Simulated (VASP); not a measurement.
# CaO (I4/mmm) in VASP: a series of runs

Runs on CaO. Level: PBEsol. Tasks: single point.

Everything below comes from runs of VASP 6.6.1. Logs are shortened: lines on timing, memory, paths and dates and some standing lists are left out, and cuts for length are marked.

## 1. The cell of the first run

It takes space group I4/mmm (No. 139, tetragonal). Conventional cell: a = 3.335 Å, b = 3.335 Å, c = 18.943 Å, α = 90.00°, β = 90.00°, γ = 90.00°. Ca (site symmetry 4mm) has 5 O at 2.36 to 2.63 Å within 3.1 Å. Within 3.1 Å of O (site symmetry 4mm) lie 5 Ca at 2.36 to 2.63 Å.

## 2. Single point, PBEsol (strain +0.1125 x Voigt [0, 0, 1, 0, 0, 0])

INCAR reads:

```
PREC = Accurate ; ENCUT = 520
EDIFF = 1E-6 ; ISMEAR = 0
SIGMA = 0.05 ; LREAL = False
LASPH = True ; NELM = 100
ALGO = Normal ; ISIF = 2
LWAVE = False ; LCHARG = False
GGA = PS ; NBANDS = 24
```

KPOINTS reads:

```
regular mesh
0
Gamma
  12 12 12
```

POSCAR reads:

```
CaO
1.0
   -1.6676340000      1.6676340000      9.4712598500
    1.6676340000     -1.6676340000      9.4712598500
    1.6676340000      1.6676340000     -9.4712598500
Ca O
2 2
Direct
    0.3204030000      0.3204030000      0.0000000000
    0.6795970000      0.6795970000      0.0000000000
    0.1818140000      0.1818140000      0.0000000000
    0.8181860000      0.8181860000      0.0000000000
```

Potentials or basis: VASP PAW PBE potentials, release 64 (Ca_sv, O).

Run with:

```sh
> cat potpaw_PBE.64/Ca_sv/POTCAR potpaw_PBE.64/O/POTCAR > POTCAR
> mpirun -np 1 vasp_std > vasp.out
```

OUTCAR:

```text
PREC = Accurate
   ENCUT = 520
   EDIFF = 1E-6
   ISMEAR = 0
   LREAL = False
   LASPH = True
   NELM = 100
   ISIF = 2
   GGA = PS

 ion  position               nearest neighbor table
   1  0.320  0.320  0.000-   4 2.36   4 2.36   4 2.36   4 2.36
   2  0.680  0.680  0.000-   3 2.36   3 2.36   3 2.36   3 2.36
   3  0.182  0.182  0.000-   2 2.36   2 2.36   2 2.36   2 2.36
   4  0.818  0.818  0.000-   1 2.36   1 2.36   1 2.36   1 2.36

  LATTYP: Found a body centered tetragonal cell.
 ALAT       =     3.3352680000
 C/A-ratio  =     5.6794595517

  Lattice vectors:

 A1 = (  -1.6676340000,   1.6676340000,   9.4712598500)
 A2 = (   1.6676340000,  -1.6676340000,   9.4712598500)
 A3 = (   1.6676340000,   1.6676340000,  -9.4712598500)

Analysis of symmetry for initial positions (statically):
=====================================================================
 Subroutine PRICEL returns:
 Original cell was already a primitive cell.

 Routine SETGRP: Setting up the symmetry group for a
 body centered tetragonal supercell.

 Subroutine GETGRP returns: Found 16 space group operations
 (whereof 16 operations were pure point group operations)
 out of a pool of 16 trial point group operations.

The static configuration has the point symmetry D_4h.

Analysis of symmetry for dynamics (positions and initial velocities):
=====================================================================
 Subroutine PRICEL returns:
 Original cell was already a primitive cell.

 Routine SETGRP: Setting up the symmetry group for a
 body centered tetragonal supercell.

 Subroutine GETGRP returns: Found 16 space group operations
 (whereof 16 operations were pure point group operations)
 out of a pool of 16 trial point group operations.

The dynamic configuration has the point symmetry D_4h.

 Subroutine INISYM returns: Found 16 space group operations
 (whereof 16 operations are pure point group operations),
 and found     1 'primitive' translations

----------------------------------------------------------------------------------------

                                     Primitive cell

  volume of cell :     105.3584

  direct lattice vectors                    reciprocal lattice vectors
    -1.667634000  1.667634000  9.471259850     0.000000000  0.299825981  0.052791287
     1.667634000 -1.667634000  9.471259850     0.299825981  0.000000000  0.052791287
     1.667634000  1.667634000 -9.471259850     0.299825981  0.299825981  0.000000000

  length of vectors
     9.760469736  9.760469736  9.760469736     0.304438071  0.304438071  0.424017969

  position of ions in fractional coordinates (direct lattice)
     0.320403000  0.320403000  0.000000000
     0.679597000  0.679597000  0.000000000
     0.181814000  0.181814000  0.000000000
     0.818186000  0.818186000  0.000000000

  ion indices of the primitive-cell ions
   primitive index   ion index
                 1           1
                 2           2
                 3           3
                 4           4

----------------------------------------------------------------------------------------

 KPOINTS: regular mesh

Automatic generation of k-mesh.
 Grid dimensions read from file:
 generate k-points for:   12   12   12

 Generating k-lattice:

  Cartesian coordinates                     Fractional coordinates (reciprocal lattice)
     0.000000000  0.024985498  0.004399274     0.083333333  0.000000000  0.000000000
     0.024985498  0.000000000  0.004399274     0.000000000  0.083333333  0.000000000
     0.024985498  0.024985498  0.000000000     0.000000000  0.000000000  0.083333333

  Length of vectors
     0.025369839  0.025369839  0.035334831

  Shift w.r.t. Gamma in fractional coordinates (k-lattice)
     0.000000000  0.000000000  0.000000000

 Subroutine IBZKPT returns following result:
 ===========================================

 Found    163 irreducible k-points:

 Following reciprocal coordinates:
            Coordinates               Weight
  0.000000  0.000000  0.000000      1.000000
  0.083333  0.000000  0.000000      8.000000
  0.166667  0.000000  0.000000      8.000000
  0.250000  0.000000  0.000000      8.000000
  0.333333  0.000000  0.000000      8.000000
  0.416667  0.000000 -0.000000      8.000000
[... 16 lines left out ...]
  0.500000  0.166667  0.000000     16.000000
 -0.416667  0.166667  0.000000     16.000000
 [... further k-points ...]
   k-points           NKPTS =    163   k-points in BZ     NKDIM =    163   number of bands    NBANDS=     24
   number of dos      NEDOS =    301   number of ions     NIONS =      4
   total plane-waves  NPLWV = 512000
   dimension x,y,z NGX =    80 NGY =   80 NGZ =   80
   dimension x,y,z NGXF=   160 NGYF=  160 NGZF=  160
   ions per type =               2   2
   NGX,Y,Z   is equivalent  to a cutoff of  13.63, 13.63, 13.63 a.u.
   NGXF,Y,Z  is equivalent  to a cutoff of  27.25, 27.25, 27.25 a.u.
 SYSTEM =  unknown system
   PREC   = accura    normal or accurate (medium, high low for compatibility)
   ISTART =      0    job   : 0-new  1-cont  2-samecut
   ICHARG =      2    charge: 1-file 2-atom 10-const
   ISPIN  =      1    spin polarized calculation?
   LNONCOLLINEAR =      F non collinear calculations
   LSORBIT =      F    spin-orbit coupling
   LASPH  =      T    aspherical Exc in radial PAW
   ENCUT  =  520.0 eV  38.22 Ry    6.18 a.u.  18.15 18.15 18.15*2*pi/ulx,y,z
   NELM   =    100;   NELMIN=  2; NELMDL= -5     # of ELM steps
   EDIFF  = 0.1E-05   stopping-criterion for ELM
   LREAL  =      F    real-space projection
   EDIFFG = 0.1E-04   stopping-criterion for IOM
   NSW    =      0    number of steps for IOM
   IBRION =     -1    ionic relax: 0-MD 1-quasi-New 2-CG
   NFREE  =      0    steps in history (QN), initial steepest desc. (CG)
   ISIF   =      2    stress and relaxation
   ISYM   =      2    0-nonsym 1-usesym 2-fastsym
   POTIM  = 0.5000    time-step for ionic-motion
   TEBEG  =    0.0;   TEEND  =   0.0 temperature during run
   PSTRESS=    0.0 pullay stress
   NELECT =      32.0000    total number of electrons
   NUPDOWN=      -1.0000    fix difference up-down
   EMIN   =  10.00;   EMAX   =-10.00  energy-range for DOS
   EFERMI =   0.00;   METHOD = LEGACY
   ISMEAR =     0;   SIGMA  =   0.05  broadening in eV -4-tet -1-fermi 0-gaus
   EFERMI_NEDOS =   21; number of points for ismear=-14 and -15
   IALGO  =     38    algorithm
   IMIX   =      4    mixing-type and parameters
     AMIX     =   0.40;   BMIX     =  1.00
     AMIX_MAG =   1.60;   BMIX_MAG =  1.00
  volume/ion in A,a.u.               =      26.34       177.75
  Fermi-wavevector in a.u.,A,eV,Ry     =   1.100445  2.079540 16.476378  1.210980
  Thomas-Fermi vector in A             =   2.236856
   LORBIT       =      0    0 simple, 1 ext, 2 COOP (PROOUT), +10 PAW based schemes
   GGA     = PS    functional components
   LHFCALC =     F    Hartree Fock is set to
   AEXX    =    0.0000 exact exchange contribution
   IVDW    =     0    specifies the selected vdW correction
   LEPSILON=     F    determine dielectric tensor
   LRPA    =     F    only Hartree local field effects (RPA)
 non-spin polarized calculation
 Gauss-broadening in eV      SIGMA  =   0.05
  energy-cutoff  :      520.00
  volume of cell :      105.36
 maximum number of plane-waves:      2856
 NGX is ok and might be reduce to    80
   NGX = 37   NGY = 37   NGZ = 37

 number of electron      32.0000003 magnetization

 Free energy of the ion-electron system (eV)
  ---------------------------------------------------
  ext. energy  EPLUGINS =         0.00000000
  ---------------------------------------------------
  free energy    TOTEN  =       -25.64937097 eV

  energy without entropy =      -25.64937097  energy(sigma->0) =      -25.64937097

 E-fermi :  -0.2729     XC(G=0):  -6.7930

 val. band max:       -0.4809602488   @ k =   0.5000   0.5000   0.5000
 cond. band min:       1.5586362812   @ k =   0.0000   0.0000   0.0000
 fundamental gap:      2.0395965300
 Fermi energy:        -0.2728886116

 k-point     1 :       0.0000    0.0000    0.0000
  band No.  band energies     occupation
      1     -38.4831      2.00000
      2     -38.4459      2.00000
      3     -19.9011      2.00000
      4     -19.6676      2.00000
      5     -19.3926      2.00000
      6     -19.3926      2.00000
[... 16 lines left out ...]
     23       6.2568      0.00000
     24       6.7734      0.00000

 k-point     2 :       0.0833    0.0000    0.0000
  band No.  band energies     occupation
      1     -38.4795      2.00000
      2     -38.4436      2.00000
      3     -19.8982      2.00000
      4     -19.6752      2.00000
      5     -19.4430      2.00000
      6     -19.3892      2.00000
[... 16 lines left out ...]
     23       6.2924      0.00000
     24       6.8643      0.00000

 k-point     3 :       0.1667    0.0000    0.0000
  band No.  band energies     occupation
      1     -38.4698      2.00000
      2     -38.4375      2.00000
      3     -19.8959      2.00000
      4     -19.7182      2.00000
      5     -19.5509      2.00000
      6     -19.5296      2.00000
[... 16 lines left out ...]
     23       6.3966      0.00000
     24       7.1333      0.00000

 k-point     4 :       0.2500    0.0000    0.0000
  band No.  band energies     occupation
      1     -38.4559      2.00000
      2     -38.4296      2.00000
      3     -19.9251      2.00000
      4     -19.8493      2.00000
      5     -19.6685      2.00000
      6     -19.6124      2.00000
[... 16 lines left out ...]
     23       6.5590      0.00000
     24       7.0975      0.00000

 k-point     5 :       0.3333    0.0000    0.0000
  band No.  band energies     occupation
      1     -38.4412      2.00000
      2     -38.4225      2.00000
      3     -20.0252      2.00000
      4     -20.0081      2.00000
      5     -19.7153      2.00000
      6     -19.6369      2.00000
[... 451 lines left out ...]
 k-point    22 :       0.4167    0.1667   -0.0000
  band No.  band energies     occupation
      1     -38.4183      2.00000
      2     -38.4099      2.00000
      3     -20.0452      2.00000
      4     -20.0345      2.00000
      5     -19.6921      2.00000
      6     -19.6536      2.00000
[... 16 lines left out ...]
     23       7.0646      0.00000
     24       7.3804      0.00000

 k-point    23 :       0.5000    0.1667    0.0000
  band No.  band energies     occupation
      1     -38.4113      2.00000
      2     -38.4113      2.00000
      3     -20.0732      2.00000
      4     -20.0732      2.00000
      5     -19.6733      2.00000
      6     -19.6733      2.00000
[... 16 lines left out ...]
     23       7.2967      0.00000
     24       7.4315      0.00000

 k-point    24 :      -0.4167    0.1667    0.0000
  band No.  band energies     occupation
      1     -38.4183      2.00000
      2     -38.4099      2.00000
      3     -20.0452      2.00000
      4     -20.0345      2.00000
      5     -19.6921      2.00000
      6     -19.6536      2.00000
[... 16 lines left out ...]
     23       7.1082      0.00000
     24       7.4071      0.00000

 [... further k-points ...]
[... 5 lines left out ...]
  --------------------------------------------------------------------------------------
  -------------------------------------------------------------------------------------
  Total       -2.8363469     -2.8363469     -2.8079480      0.0000000      0.0000000      0.0000000
  in kB      -43.1321104    -43.1321104    -42.7002506      0.0000000      0.0000000      0.0000000
  external PRESSURE =     -42.9881571 kB  Pullay stress =       0.0000000 kB

 VOLUME and BASIS-vectors are now :
 -----------------------------------------------------------------------------
  energy-cutoff  :      520.00
  volume of cell :      105.36
      direct lattice vectors                 reciprocal lattice vectors
    -1.667634000  1.667634000  9.471259850     0.000000000  0.299825981  0.052791287
     1.667634000 -1.667634000  9.471259850     0.299825981  0.000000000  0.052791287
     1.667634000  1.667634000 -9.471259850     0.299825981  0.299825981  0.000000000

 POSITION                                       TOTAL-FORCE (eV/Angst)
 -----------------------------------------------------------------------------------
      0.00000      0.00000      6.06924         0.000000      0.000000     -0.761908
      0.00000      0.00000     12.87328         0.000000      0.000000      0.761908
      0.00000      0.00000      3.44402        -0.000000     -0.000000      0.275450
      0.00000      0.00000     15.49850        -0.000000     -0.000000     -0.275450
 -----------------------------------------------------------------------------------
    total drift:                                0.000000      0.000000     -0.000000

  FREE ENERGIE OF THE ION-ELECTRON SYSTEM (eV)
  ---------------------------------------------------
  free  energy   TOTEN  =       -25.6493709698 eV

  energy  without entropy=      -25.6493709698  energy(sigma->0) =      -25.64937097
```

It took 42 min on 1 thread of AMD EPYC 9R45 (Zen 5), shared host; peak memory 1.1 GiB.

Results:

- Free energy: -25.6494 eV
- Pressure: -4.3 GPa
- Largest force: 0.762 eV/Å
- Band gap on the k mesh: 2.04 eV, direct

Forces on the atoms (eV/Å):
```
Ca   0.000  0.000 -0.762
Ca   0.000  0.000  0.762
O    0.000  0.000  0.275
O    0.000  0.000 -0.275
```

Levels at points of the mesh, in eV from the valence-band top:
| k point | band 12 | band 13 | band 14 | band 15 | band 16 | band 17 | band 18 | band 19 | band 20 | band 21 |
| --- | --- | --- | --- | --- | --- | --- | --- | --- | --- | --- |
| (0.00, 0.00, 0.00) | -0.81 | -0.18 | -0.18 | 0.00 | 0.00 | 2.04 | 3.98 | 4.40 | 4.83 | 5.85 |
| (0.50, 0.00, 0.00) | -2.30 | -1.16 | -1.16 | -1.10 | -1.09 | 4.88 | 5.43 | 5.87 | 6.27 | 6.80 |
| (0.50, 0.50, 0.00) | -1.05 | -0.60 | -0.60 | -0.57 | -0.57 | 4.24 | 4.27 | 6.13 | 6.26 | 6.78 |
| (0.50, 0.50, 0.50) | -0.88 | -0.18 | -0.18 | 0.00 | 0.00 | 2.73 | 3.14 | 3.98 | 4.83 | 6.73 |

Caveat: the cell differs from its parent crystal (strain +0.1125 x Voigt [0, 0, 1, 0, 0, 0]); the PAW data sets were made with another functional, which shifts forces and pressure a little. A k mesh can miss the band edges.

## 3. Single point, PBEsol (strain -0.0750 x Voigt [0, 0, 1, 0, 0, 0])

INCAR reads:

```
PREC     = Accurate       # precision mode
ENCUT    = 520            # plane-wave cutoff, eV
EDIFF    = 1E-6           # SCF threshold, eV
ISMEAR   = 0              # smearing method
SIGMA    = 0.05           # smearing width, eV
LREAL    = F              # projectors in reciprocal space
LASPH    = T              # aspherical terms in the spheres
NELM     = 100            # most SCF steps
ALGO     = Normal         # electronic algorithm
ISIF     = 2              # what is computed and relaxed
LWAVE    = F              # write WAVECAR
LCHARG   = F              # write CHGCAR
GGA      = PS             # functional
NBANDS   = 24             # bands
```

KPOINTS is that of step 2.

POSCAR reads:

```
CaO
1.0
   -1.6676340000      1.6676340000      7.8749801000
    1.6676340000     -1.6676340000      7.8749801000
    1.6676340000      1.6676340000     -7.8749801000
Ca O
2 2
Direct
    0.3204030000      0.3204030000      0.0000000000
    0.6795970000      0.6795970000      0.0000000000
    0.1818140000      0.1818140000      0.0000000000
    0.8181860000      0.8181860000      0.0000000000
```

Potentials or basis: VASP PAW PBE potentials, release 64 (Ca_sv, O).

Run with:

```sh
> cat potpaw_PBE.64/Ca_sv/POTCAR potpaw_PBE.64/O/POTCAR > POTCAR
> mpirun -np 1 vasp_std > vasp.out
```

It took 20 min on 1 thread of AMD EPYC 9R45 (Zen 5), shared host; peak memory 0.7 GiB.

The run converged. Its results:

```yaml
Free_energy: -25.7978 eV
Pressure: 0.8 GPa
Largest_force: 0.782 eV/Å
Band_gap_on_the_k_mesh: 2.39 eV, indirect (the least direct gap lies 0.6 meV higher)
```

Forces on the atoms (eV/Å):
```
Ca   0.000  0.000  0.782
Ca   0.000  0.000 -0.782
O    0.000  0.000 -0.458
O    0.000  0.000  0.458
```

Stress tensor (GPa, compression positive):
```
-1.21  0.00  0.00
 0.00 -1.21  0.00
 0.00  0.00  4.89
```

Levels at points of the mesh, in eV from the valence-band top:
| k point | band 14 | band 15 | band 16 | band 17 | band 18 | band 19 |
| --- | --- | --- | --- | --- | --- | --- |
| (0.00, 0.00, 0.00) | -0.29 | 0.00 | 0.00 | 2.39 | 3.87 | 5.55 |
| (0.50, 0.00, 0.00) | -1.19 | -0.96 | -0.93 | 5.08 | 5.71 | 6.93 |
| (0.50, 0.50, 0.00) | -0.57 | -0.52 | -0.52 | 4.57 | 4.71 | 6.90 |
| (0.50, 0.50, 0.50) | -0.29 | 0.00 | 0.00 | 3.23 | 3.87 | 4.63 |

Caveat: the cell differs from its parent crystal (strain -0.0750 x Voigt [0, 0, 1, 0, 0, 0]); the PAW data sets were made with another functional, which shifts forces and pressure a little.
